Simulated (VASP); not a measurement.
Set up this calculation in VASP 6.6.1, as the native input.

```
Task                   : relaxation of cell and atoms
Functional             : PBEsol
Potentials or basis    : VASP PAW PBE potentials, release 64 (W_sv, S)
Cutoff                 : 600 eV
k mesh                 : 9 × 9 × 2
Occupations            : fermi-dirac, width 0.03 eV
Spin                   : no spin polarisation
Dipole correction      : no
Further INCAR settings : ALGO = Normal; EDIFF = 1e-06; IBRION = 2; EDIFFG = -0.01; NSW = 100; ISIF = 3
```

The structure of WS2 lies in POSCAR:

```
WS2
1.0
    3.1842228922      0.0000000000      0.0000000000
   -1.5921114461      2.7576179160      0.0000000000
    0.0000000000      0.0000000000     12.9782823600
W S
2 4
Direct
    0.3333333300      0.6666666700      0.2500000000
    0.6666666700      0.3333333300      0.7500000000
    0.3333333300      0.6666666700      0.6298049400
    0.6666666700      0.3333333300      0.1298049400
    0.3333333300      0.6666666700      0.8701950600
    0.6666666700      0.3333333300      0.3701950600
```

One way to write it, as run:

INCAR

```
SYSTEM = WS2
ALGO     = Normal         ! electronic algorithm
EDIFF    = 1E-6           ! SCF threshold, eV
EDIFFG   = -0.01          ! ionic threshold
ENCUT    = 600            ! plane-wave cutoff, eV
GGA      = PS             ! functional
IBRION   = 2              ! ionic algorithm
ISIF     = 3              ! what is computed and relaxed
ISMEAR   = -1             ! smearing method
LASPH    = .True.         ! aspherical terms in the spheres
LCHARG   = .False.        ! write CHGCAR
LREAL    = .False.        ! projectors in reciprocal space
LWAVE    = .False.        ! write WAVECAR
NELM     = 100            ! most SCF steps
NSW      = 100            ! ionic steps
PREC     = Accurate       ! precision mode
SIGMA    = 0.03           ! smearing width, eV
```

KPOINTS

```
k-points
0
Gamma
  9 9 2
  0 0 0
```

Potentials or basis: VASP PAW PBE potentials, release 64 (W_sv, S).

Run with:

```console
$ cat potpaw_PBE.64/W_sv/POTCAR potpaw_PBE.64/S/POTCAR > POTCAR
$ mpirun -np 1 vasp_std > vasp.out
```

It gave:

* Relaxed volume: 18.15 Å³/atom
* Relaxed cell: a = 3.147 Å, b = 3.147 Å, c = 12.697 Å, α = 90.00°, β = 90.00°, γ = 120.00°
* Space group after relaxing (to 0.1 Å): P6_3/mmc (No. 194)
* Energy gained by relaxing: 5.3 meV/atom
* Ionic steps: 18
* Pressure after relaxing: -0.1 GPa
* Largest force after relaxing: 0.007 eV/Å
* Band gap on the k mesh: 1.22 eV (least direct gap 1.87 eV)

Caveat: the PAW data sets were made with another functional, which shifts forces and pressure a little; spin-orbit coupling is left out, which moves the levels of the heavy elements; this functional lacks dispersion, which binds layers or chains, so the pressure and a relaxed spacing across them are unreliable.

Wall time 25 min on 1 thread of Intel Xeon 8259CL, with other jobs on the host, peak memory 0.33 GiB.
